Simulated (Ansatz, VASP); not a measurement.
# Two plane-wave programs on BP

```xyz
2
Lattice="0.0000 2.3476 2.3476 2.3476 0.0000 2.3476 2.3476 2.3476 0.0000" Properties=species:S:1:pos:R:3 pbc="T T T"
B     0.0000    0.0000    0.0000
P     1.1738    1.1738    1.1738
```

Alike in both runs: task single point; functional PBE; k mesh 10 × 10 × 10; occupations gaussian, width 0.02 eV; no spin polarisation.

```csv
,VASP,Ansatz
version,VASP 6.6.1,Ansatz 0.2.0
potentials or method,"VASP PAW PBE potentials, release 64 (B, P), cutoff 520 eV","scalar-relativistic, plane waves, PAW"
valence electrons in the cell,8,8
```

VASP gave:

* gap on the k mesh at the Fermi level (eV): 1.37
* least direct gap on the mesh (eV): 3.27
* pressure (GPa): -13.0

**Question.** What did Ansatz give for the same quantities?

**Answer.** gap on the k mesh at the Fermi level (eV): 1.38; least direct gap on the mesh (eV): 3.27; pressure (GPa): -12.8.
